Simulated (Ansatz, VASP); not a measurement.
## Zr: VASP beside Ansatz

```
Zr
1.0
    -1.82496    1.82496    1.82496
     1.82496   -1.82496    1.82496
     1.82496    1.82496   -1.82496
Zr
1
Direct
  0.00000 0.00000 0.00000
```

Change from the starting cell: volume scaled by 1.025.

Alike in both runs: task single point; functional PBEsol; k mesh 14 × 14 × 14; occupations fermi-dirac, width 0.08 eV; no spin polarisation.

```csv
,VASP,Ansatz
version,VASP 6.6.1,Ansatz 0.2.0
potentials or method,"VASP PAW PBE potentials, release 64 (Zr_sv), cutoff 520 eV","all-electron LAPW, scalar-relativistic"
```

```csv
,VASP,Ansatz,Ansatz less VASP
pressure (GPa),-8.3,-8.3,-0.04
```

VASP's potentials were made for PBE, not for PBEsol. Ansatz ran all-electron here, and VASP with PAW potentials.
